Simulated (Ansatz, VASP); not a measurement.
# Sr2TeO: VASP beside Ansatz

INCAR

```
SYSTEM = Sr2TeO
PREC = Accurate
ENCUT = 600
EDIFF = 1E-6
ISMEAR = 0
SIGMA = 0.02
LREAL = .FALSE.
LASPH = .TRUE.
NELM = 80
ALGO = Normal
ISIF = 3
LWAVE = .FALSE.
LCHARG = .FALSE.
GGA = PE
IBRION = 2
NSW = 100
EDIFFG = -0.01
```

The input KPOINTS:

```
Automatic mesh
0
G
  12 12 4
  0 0 0
```

Contents of POSCAR:

```
Sr2TeO
1.0
    4.0673240185      0.0000000000      0.0000000000
   -2.0336620092      3.5224059254      0.0000000000
    0.0000000000      0.0000000000      7.5249058351
Sr Te O
2 1 1
Direct
    0.0000000000      0.0000000000      0.7070160329
    0.0000000000      0.0000000000      0.2929839671
    0.3333333333      0.6666666667      0.0000000000
    0.6666666667      0.3333333333      0.5000000000
```

Input for Ansatz:

```yaml
crystal:
  lattice:
    - [4.0673240185, 0.0, 0.0]
    - [-2.0336620092, 3.5224059254, 0.0]
    - [0.0, 0.0, 7.5249058351]
  atoms:
    - { symbol: Sr, position: [0.0, 0.0, 0.7070160329] }
    - { symbol: Sr, position: [0.0, 0.0, 0.2929839671] }
    - { symbol: Te, position: [0.3333333333, 0.6666666667, 0.0] }
    - { symbol: O, position: [0.6666666667, 0.3333333333, 0.5] }
basis:
  ecutwfc: 420
kpoints:
  mp_grid: { grid: [12, 12, 4] }
hamiltonian:
  xc: pbe
scf:
  occupations: { method: gaussian, width: 0.02 }
output:
  forces: true
  stress: true
  eigenvalues: true
relax:
  adjacent_minimum: "off"
  f_tol: 0.01
  max_steps: 80
  cell: { stress_tol: 0.05 }
```

Alike in both runs: task relaxation of cell and atoms; functional PBE; k mesh 12 × 12 × 4; occupations gaussian, width 0.02 eV; no spin polarisation.

|  | VASP | Ansatz |
| --- | --- | --- |
| version | VASP 6.6.1 | Ansatz 0.2.0 |
| potentials or method | VASP PAW PBE potentials, release 64 (Sr_sv, Te, O), cutoff 600 eV | scalar-relativistic, plane waves, PAW |
| valence electrons in the cell | 32 | 42 |

|  | VASP | Ansatz | Ansatz less VASP |
| --- | --- | --- | --- |
| gap on the k mesh at the Fermi level, each at its own relaxed structure (eV) | 0.60 | 0.61 | +0.013 |
| relaxed volume (Å³/atom) | 26.95 | 26.87 | -0.081 |
| relaxed cell length with the largest relative difference (Å) | 7.525 | 7.516 | -0.0089 |

VASP's potentials hold 32 valence electrons a cell and Ansatz's 42, so a difference there can come from the potentials and not from the codes.

Spin-orbit coupling is off throughout. Noted on VASP's run: the relaxation stopped at its first step, so nothing moved.
